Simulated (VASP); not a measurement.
Input of a VASP 6.6.1 run:

Contents of INCAR:

```
  PREC = Accurate
  ENCUT = 520
  EDIFF = 1E-6
  ISMEAR = -1
  SIGMA = 0.05
  LREAL = F
  LASPH = T
  NELM = 80
  ALGO = Normal
  ISIF = 2
  LWAVE = F
  LCHARG = F
  GGA = PE
  NBANDS = 16
```

KPOINTS

```
Automatic mesh
0
Gamma
  13 13 13
```

The input POSCAR:

```
CdSe
1.0
    0.0000000000      2.8691461474      2.8691461474
    2.8691461474      0.0000000000      2.8691461474
    2.8691461474      2.8691461474      0.0000000000
Cd Se
1 1
Direct
    0.0000000000      0.0000000000      0.0000000000
    0.5000000000      0.5000000000      0.5000000000
```

Potentials or basis: VASP PAW PBE potentials, release 64 (Cd, Se).

The run is started by

```console
$ cat potpaw_PBE.64/Cd/POTCAR potpaw_PBE.64/Se/POTCAR > POTCAR
$ mpirun -np 1 vasp_std > vasp.out
```

Problem. Predict the pressure.

Solution. 0.3 GPa.

Problem. What does it give for the band gap on the k mesh?

Solution. Zero (band 9 reaches 2.30 eV, above the bottom of band 10 at 1.94 eV).
